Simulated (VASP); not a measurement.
Sc4BP3: single point with PBE

Sc4BP3:

```
Sc B P
1.0
     5.27649    0.00000    0.01248
     0.00000    3.88426    0.00000
     0.00618    0.00000    6.75824
Sc B P
4 1 3
Direct
  0.25738 0.00000 0.07159
  0.74261 0.00000 0.42840
  0.73089 0.50000 0.90488
  0.26911 0.50000 0.59512
  0.50001 0.00000 0.75001
  0.99997 0.00000 0.75000
  0.50002 0.50000 0.24999
  0.00002 0.50000 0.25001
```

The cell was generated, and may not be a known phase.

```json
{
  "Program": "VASP 6.6.1",
  "Task": "single point",
  "Functional": "PBE",
  "Potentials or basis": "VASP PAW PBE potentials, release 64 (Sc_sv, B, P)",
  "Cutoff": "520 eV",
  "k mesh": "3 × 5 × 3",
  "Occupations": "gaussian, width 0.2 eV",
  "Spin": "no spin polarisation",
  "Dipole correction": "no",
  "Further INCAR settings": "ALGO = Normal; EDIFF = 1e-07; NBANDS = 41"
}
```

| Property | Result |
| --- | --- |
| Pressure | 0.4 GPa |
| Largest force | 0.035 eV/Å |
| Band gap on the k mesh | zero (bands 31 and 32 overlap by 0.39 eV) |

Forces in eV/Å, atoms in the order of the input:
```
Sc  -0.025  0.000 -0.023
Sc   0.025  0.000  0.023
Sc   0.005  0.000 -0.016
Sc  -0.006  0.000  0.016
B    0.001  0.000 -0.001
P    0.000  0.000  0.000
P   -0.001  0.000  0.000
P    0.000  0.000  0.000
```

Stress tensor (GPa, compression positive):
```
-0.05  0.00 -0.11
 0.00  0.72  0.00
-0.11  0.00  0.60
```

Levels at points of the mesh, in eV from the Fermi level:
```tsv
k point	band 29	band 30	band 31	band 32	band 33	band 34
(0.00, 0.00, 0.00)	-0.88	-0.07	0.06	1.00	1.04	1.07
```

Run time: 54 s on 1 thread of AMD EPYC 9R45 96-Core Processor (Zen 5) (shared host), peak memory 0.23 GiB.

Caveat: the k points lie up to 0.40 Å⁻¹ apart.
